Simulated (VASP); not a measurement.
# Si (Pmna) in VASP: single point with PBE

Aim: the single point of Si with PBE.

Everything below comes from runs of VASP 6.6.1. Logs are shortened: lines on timing, memory, paths and dates and some standing lists are left out, and cuts for length are marked.

## 1. The cell of the first run

It takes space group Pmna (No. 53, orthorhombic). Conventional cell: a = 7.051 Å, b = 6.245 Å, c = 7.256 Å, α = 90.00°, β = 90.00°, γ = 90.00°. Within 2.9 Å of Si (site symmetry 2) lie 3 Si at 2.20 to 2.36 Å. Si (site symmetry 1) has 4 Si at 2.34 to 2.42 Å within 3.1 Å.

The cell was generated, and may not be a known phase.

## 2. Single point, PBE

File INCAR:

```
  PREC = Accurate
  ENCUT = 520
  EDIFF = 1E-7
  ISMEAR = 0
  SIGMA = 0.1
  LREAL = F
  LASPH = T
  NELM = 60
  ALGO = Normal
  ISIF = 2
  LWAVE = F
  LCHARG = F
  GGA = PE
  NBANDS = 36
```

File KPOINTS:

```
Automatic mesh
0
Gamma
  4 4 4
```

File POSCAR:

```
Si
1.0
    7.0511435959      0.0000000000      0.0000000000
    0.0000000000      6.2451370400      0.0000000000
    0.0000000000      0.0000000000      7.2555655131
Si
12
Direct
    0.3436836510      0.0000000000      0.0000000000
    0.1563163490      0.0000000000      0.5000000000
    0.6563163490      0.0000000000      0.0000000000
    0.8436836510      0.0000000000      0.5000000000
    0.6717313658      0.6435245205      0.1077947195
    0.8282686342      0.3564754795      0.6077947195
    0.8282686342      0.6435245205      0.3922052805
    0.6717313658      0.3564754795      0.8922052805
    0.3282686342      0.3564754795      0.8922052805
    0.1717313658      0.6435245205      0.3922052805
    0.1717313658      0.3564754795      0.6077947195
    0.3282686342      0.6435245205      0.1077947195
```

Potentials or basis: VASP PAW PBE potentials, release 64 (Si).

On the command line:

```sh
$ cat potpaw_PBE.64/Si/POTCAR > POTCAR
$ mpirun -np 1 vasp_std > vasp.out
```

OUTCAR:

```text
PREC = Accurate
   ENCUT = 520
   EDIFF = 1E-7
   ISMEAR = 0
   LREAL = F
   LASPH = T
   NELM = 60
   ISIF = 2
   GGA = PE

 ion  position               nearest neighbor table
   1  0.344  0.000  0.000-   3 2.20   9 2.36  12 2.36
   2  0.156  0.000  0.500-   4 2.20  10 2.36  11 2.36
   3  0.656  0.000  0.000-   1 2.20   5 2.36   8 2.36
   4  0.844  0.000  0.500-   2 2.20   6 2.36   7 2.36
   5  0.672  0.644  0.108-   7 2.34   3 2.36   8 2.38  12 2.42
   6  0.828  0.356  0.608-   8 2.34   4 2.36   7 2.38  11 2.42
   7  0.828  0.644  0.392-   5 2.34   4 2.36   6 2.38  10 2.42
   8  0.672  0.356  0.892-   6 2.34   3 2.36   5 2.38   9 2.42
   9  0.328  0.356  0.892-  11 2.34   1 2.36  12 2.38   8 2.42
  10  0.172  0.644  0.392-  12 2.34   2 2.36  11 2.38   7 2.42
  11  0.172  0.356  0.608-   9 2.34   2 2.36  10 2.38   6 2.42
  12  0.328  0.644  0.108-  10 2.34   1 2.36   9 2.38   5 2.42

  LATTYP: Found a simple orthorhombic cell.
 ALAT       =     6.2451370400
 B/A-ratio  =     1.1290614683
 C/A-ratio  =     1.1617944437

  Lattice vectors:

 A1 = (   0.0000000000,  -6.2451370400,   0.0000000000)
 A2 = (   7.0511435959,   0.0000000000,   0.0000000000)
 A3 = (   0.0000000000,   0.0000000000,   7.2555655131)

Analysis of symmetry for initial positions (statically):
=====================================================================
 Subroutine PRICEL returns:
 Original cell was already a primitive cell.

 Routine SETGRP: Setting up the symmetry group for a
 simple orthorhombic supercell.

 Subroutine GETGRP returns: Found  8 space group operations
 (whereof  4 operations were pure point group operations)
 out of a pool of  8 trial point group operations.

The static configuration has the point symmetry C_2h.
 The point group associated with its full space group is D_2h.

Analysis of symmetry for dynamics (positions and initial velocities):
=====================================================================
 Subroutine PRICEL returns:
 Original cell was already a primitive cell.

 Routine SETGRP: Setting up the symmetry group for a
 simple orthorhombic supercell.

 Subroutine GETGRP returns: Found  8 space group operations
 (whereof  4 operations were pure point group operations)
 out of a pool of  8 trial point group operations.

The dynamic configuration has the point symmetry C_2h.
 The point group associated with its full space group is D_2h.

 Subroutine INISYM returns: Found  8 space group operations
 (whereof  4 operations are pure point group operations),
 and found     1 'primitive' translations

----------------------------------------------------------------------------------------

                                     Primitive cell

  volume of cell :     319.5014

  direct lattice vectors                    reciprocal lattice vectors
     7.051143596  0.000000000  0.000000000     0.141820967  0.000000000  0.000000000
     0.000000000  6.245137040  0.000000000     0.000000000  0.160124589  0.000000000
     0.000000000  0.000000000  7.255565513     0.000000000  0.000000000  0.137825232

  length of vectors
     7.051143596  6.245137040  7.255565513     0.141820967  0.160124589  0.137825232

  position of ions in fractional coordinates (direct lattice)
     0.343683651  0.000000000  0.000000000
     0.156316349  0.000000000  0.500000000
     0.656316349  0.000000000  0.000000000
     0.843683651  0.000000000  0.500000000
     0.671731366  0.643524521  0.107794719
     0.828268634  0.356475479  0.607794719
     0.828268634  0.643524521  0.392205281
     0.671731366  0.356475479  0.892205281
     0.328268634  0.356475479  0.892205281
     0.171731366  0.643524521  0.392205281
     0.171731366  0.356475479  0.607794719
     0.328268634  0.643524521  0.107794719

  ion indices of the primitive-cell ions
   primitive index   ion index
                 1           1
                 2           2
                 3           3
                 4           4
                 5           5
                 6           6
                 7           7
                 8           8
                 9           9
                10          10
                11          11
                12          12

----------------------------------------------------------------------------------------

 KPOINTS: Automatic mesh

Automatic generation of k-mesh.
 Grid dimensions read from file:
 generate k-points for:    4    4    4

 Generating k-lattice:

  Cartesian coordinates                     Fractional coordinates (reciprocal lattice)
     0.035455242  0.000000000  0.000000000     0.250000000  0.000000000  0.000000000
     0.000000000  0.040031147  0.000000000     0.000000000  0.250000000  0.000000000
     0.000000000  0.000000000  0.034456308     0.000000000  0.000000000  0.250000000

  Length of vectors
     0.035455242  0.040031147  0.034456308

  Shift w.r.t. Gamma in fractional coordinates (k-lattice)
     0.000000000  0.000000000  0.000000000

 Subroutine IBZKPT returns following result:
 ===========================================

 Found     27 irreducible k-points:

 Following reciprocal coordinates:
            Coordinates               Weight
  0.000000  0.000000  0.000000      1.000000
  0.250000  0.000000  0.000000      2.000000
  0.500000  0.000000  0.000000      1.000000
  0.000000  0.250000  0.000000      2.000000
  0.250000  0.250000  0.000000      4.000000
  0.500000  0.250000  0.000000      2.000000
[... 16 lines left out ...]
  0.250000  0.250000  0.500000      4.000000
  0.500000  0.250000  0.500000      2.000000
 [... further k-points ...]
   k-points           NKPTS =     27   k-points in BZ     NKDIM =     27   number of bands    NBANDS=     36
   number of dos      NEDOS =    301   number of ions     NIONS =     12
   total plane-waves  NPLWV = 139968
   dimension x,y,z NGX =    54 NGY =   48 NGZ =   54
   dimension x,y,z NGXF=   108 NGYF=   96 NGZF=  108
   ions per type =              12
   NGX,Y,Z   is equivalent  to a cutoff of  12.73, 12.78, 12.37 a.u.
   NGXF,Y,Z  is equivalent  to a cutoff of  25.46, 25.56, 24.75 a.u.
 SYSTEM =  unknown system
   PREC   = accura    normal or accurate (medium, high low for compatibility)
   ISTART =      0    job   : 0-new  1-cont  2-samecut
   ICHARG =      2    charge: 1-file 2-atom 10-const
   ISPIN  =      1    spin polarized calculation?
   LNONCOLLINEAR =      F non collinear calculations
   LSORBIT =      F    spin-orbit coupling
   LASPH  =      T    aspherical Exc in radial PAW
   ENCUT  =  520.0 eV  38.22 Ry    6.18 a.u.  13.11 11.61 13.49*2*pi/ulx,y,z
   NELM   =     60;   NELMIN=  2; NELMDL= -5     # of ELM steps
   EDIFF  = 0.1E-06   stopping-criterion for ELM
   LREAL  =      F    real-space projection
   EDIFFG = 0.1E-05   stopping-criterion for IOM
   NSW    =      0    number of steps for IOM
   IBRION =     -1    ionic relax: 0-MD 1-quasi-New 2-CG
   NFREE  =      0    steps in history (QN), initial steepest desc. (CG)
   ISIF   =      2    stress and relaxation
   ISYM   =      2    0-nonsym 1-usesym 2-fastsym
   POTIM  = 0.5000    time-step for ionic-motion
   TEBEG  =    0.0;   TEEND  =   0.0 temperature during run
   PSTRESS=    0.0 pullay stress
   NELECT =      48.0000    total number of electrons
   NUPDOWN=      -1.0000    fix difference up-down
   EMIN   =  10.00;   EMAX   =-10.00  energy-range for DOS
   EFERMI =   0.00;   METHOD = LEGACY
   ISMEAR =     0;   SIGMA  =   0.10  broadening in eV -4-tet -1-fermi 0-gaus
   EFERMI_NEDOS =   21; number of points for ismear=-14 and -15
   IALGO  =     38    algorithm
   IMIX   =      4    mixing-type and parameters
     AMIX     =   0.40;   BMIX     =  1.00
     AMIX_MAG =   1.60;   BMIX_MAG =  1.00
  volume/ion in A,a.u.               =      26.63       179.68
  Fermi-wavevector in a.u.,A,eV,Ry     =   0.870291  1.644611 10.305131  0.757406
  Thomas-Fermi vector in A             =   1.989235
   LORBIT       =      0    0 simple, 1 ext, 2 COOP (PROOUT), +10 PAW based schemes
   GGA     = PE    functional components
   LHFCALC =     F    Hartree Fock is set to
   AEXX    =    0.0000 exact exchange contribution
   IVDW    =     0    specifies the selected vdW correction
   LEPSILON=     F    determine dielectric tensor
   LRPA    =     F    only Hartree local field effects (RPA)
 non-spin polarized calculation
 Gauss-broadening in eV      SIGMA  =   0.10
  energy-cutoff  :      520.00
  volume of cell :      319.50
 maximum number of plane-waves:      8674
 NGX is ok and might be reduce to    54
   NGX = 27   NGY = 23   NGZ = 27

 number of electron      47.9999998 magnetization

 Free energy of the ion-electron system (eV)
  ---------------------------------------------------
  ext. energy  EPLUGINS =         0.00000000
  ---------------------------------------------------
  free energy    TOTEN  =       -58.48341864 eV

  energy without entropy =      -58.48272215  energy(sigma->0) =      -58.48307039

 E-fermi :   3.3827     XC(G=0):  -8.0103

 val. band max:        3.2496433162   @ k =   0.0000   0.0000   0.0000
 cond. band min:       3.4872571898   @ k =   0.0000   0.0000   0.0000
 fundamental gap:      0.2376138736
 Fermi energy:         3.3826739829

 k-point     1 :       0.0000    0.0000    0.0000
  band No.  band energies     occupation
      1      -8.2754      2.00000
      2      -7.2373      2.00000
      3      -5.8885      2.00000
      4      -5.8424      2.00000
      5      -4.7943      2.00000
      6      -3.9665      2.00000
[... 28 lines left out ...]
     35       7.4739      0.00000
     36       7.8006      0.00000

 k-point     2 :       0.2500    0.0000    0.0000
  band No.  band energies     occupation
      1      -8.1671      2.00000
      2      -7.4679      2.00000
      3      -5.7486      2.00000
      4      -5.5823      2.00000
      5      -4.7949      2.00000
      6      -4.6923      2.00000
[... 28 lines left out ...]
     35       7.3572      0.00000
     36       7.3680      0.00000

 k-point     3 :       0.5000    0.0000    0.0000
  band No.  band energies     occupation
      1      -7.8664      2.00000
      2      -7.8664      2.00000
      3      -5.3387      2.00000
      4      -5.3387      2.00000
      5      -5.0829      2.00000
      6      -5.0829      2.00000
[... 28 lines left out ...]
     35       6.8536      0.00000
     36       6.8536      0.00000

 k-point     4 :       0.0000    0.2500    0.0000
  band No.  band energies     occupation
      1      -8.0854      2.00000
      2      -7.0225      2.00000
      3      -6.5915      2.00000
      4      -5.6868      2.00000
      5      -5.3277      2.00000
      6      -4.2878      2.00000
[... 28 lines left out ...]
     35       6.9925      0.00000
     36       7.0711      0.00000

 k-point     5 :       0.2500    0.2500    0.0000
  band No.  band energies     occupation
      1      -7.9753      2.00000
      2      -7.2607      2.00000
      3      -6.4760      2.00000
      4      -5.7409      2.00000
      5      -5.2809      2.00000
      6      -4.2705      2.00000
[... 655 lines left out ...]
 k-point    22 :       0.0000    0.2500    0.5000
  band No.  band energies     occupation
      1      -7.7124      2.00000
      2      -7.7124      2.00000
      3      -5.9043      2.00000
      4      -5.9043      2.00000
      5      -5.2075      2.00000
      6      -5.2075      2.00000
[... 28 lines left out ...]
     35       6.8344      0.00000
     36       6.8344      0.00000

 k-point    23 :       0.2500    0.2500    0.5000
  band No.  band energies     occupation
      1      -7.6641      2.00000
      2      -7.6641      2.00000
      3      -6.1013      2.00000
      4      -6.1013      2.00000
      5      -5.0606      2.00000
      6      -5.0606      2.00000
[... 28 lines left out ...]
     35       6.9071      0.00000
     36       6.9071      0.00000

 k-point    24 :       0.5000    0.2500    0.5000
  band No.  band energies     occupation
      1      -7.6089      2.00000
      2      -7.6089      2.00000
      3      -6.2677      2.00000
      4      -6.2677      2.00000
      5      -4.9395      2.00000
      6      -4.9395      2.00000
[... 28 lines left out ...]
     35       6.8372      0.00000
     36       6.8372      0.00000

 [... further k-points ...]
[... 5 lines left out ...]
  --------------------------------------------------------------------------------------
  -------------------------------------------------------------------------------------
  Total       -0.0309693     -0.3914208     -0.2281740      0.0000000      0.0000000      0.0000000
  in kB       -0.1552991     -1.9628255     -1.1442053      0.0000000      0.0000000      0.0000000
  external PRESSURE =      -1.0874433 kB  Pullay stress =       0.0000000 kB

 VOLUME and BASIS-vectors are now :
 -----------------------------------------------------------------------------
  energy-cutoff  :      520.00
  volume of cell :      319.50
      direct lattice vectors                 reciprocal lattice vectors
     7.051143596  0.000000000  0.000000000     0.141820967  0.000000000  0.000000000
     0.000000000  6.245137040  0.000000000     0.000000000  0.160124589  0.000000000
     0.000000000  0.000000000  7.255565513     0.000000000  0.000000000  0.137825232

 POSITION                                       TOTAL-FORCE (eV/Angst)
 -----------------------------------------------------------------------------------
      2.42336      0.00000      0.00000         0.034548      0.000000     -0.000000
      1.10221      0.00000      3.62778        -0.034548      0.000000     -0.000000
      4.62778      0.00000      0.00000        -0.034548      0.000000     -0.000000
      5.94893      0.00000      3.62778         0.034548      0.000000     -0.000000
      4.73647      4.01890      0.78211        -0.022642      0.029157      0.009396
      5.84024      2.22624      4.40989         0.022642     -0.029157      0.009396
      5.84024      4.01890      2.84567         0.022642      0.029157     -0.009396
      4.73647      2.22624      6.47345        -0.022642     -0.029157     -0.009396
      2.31467      2.22624      6.47345         0.022642     -0.029157     -0.009396
      1.21090      4.01890      2.84567        -0.022642      0.029157     -0.009396
      1.21090      2.22624      4.40989        -0.022642     -0.029157      0.009396
      2.31467      4.01890      0.78211         0.022642      0.029157      0.009396
 -----------------------------------------------------------------------------------
    total drift:                               -0.000000      0.000000     -0.000000

  FREE ENERGIE OF THE ION-ELECTRON SYSTEM (eV)
  ---------------------------------------------------
  free  energy   TOTEN  =       -58.4834186385 eV

  energy  without entropy=      -58.4827221510  energy(sigma->0) =      -58.48307039
```

It took 5.5 min on 1 thread of Oxide Virtual Turin-like, shared host; peak memory 0.44 GiB.

Results:

```
Free energy            : -58.4834 eV
Pressure               : -0.1 GPa
Largest force          : 0.038 eV/Å
Band gap on the k mesh : 0.24 eV
```

Forces on the atoms (eV/Å):
```
Si   0.035  0.000  0.000
Si  -0.035  0.000  0.000
Si  -0.035  0.000  0.000
Si   0.035  0.000  0.000
Si  -0.023  0.029  0.009
Si   0.023 -0.029  0.009
Si   0.023  0.029 -0.009
Si  -0.023 -0.029 -0.009
Si   0.023 -0.029 -0.009
Si  -0.023  0.029 -0.009
Si  -0.023 -0.029  0.009
Si   0.023  0.029  0.009
```

Caveat: semilocal functionals underestimate gaps, and a narrow one can read as zero.
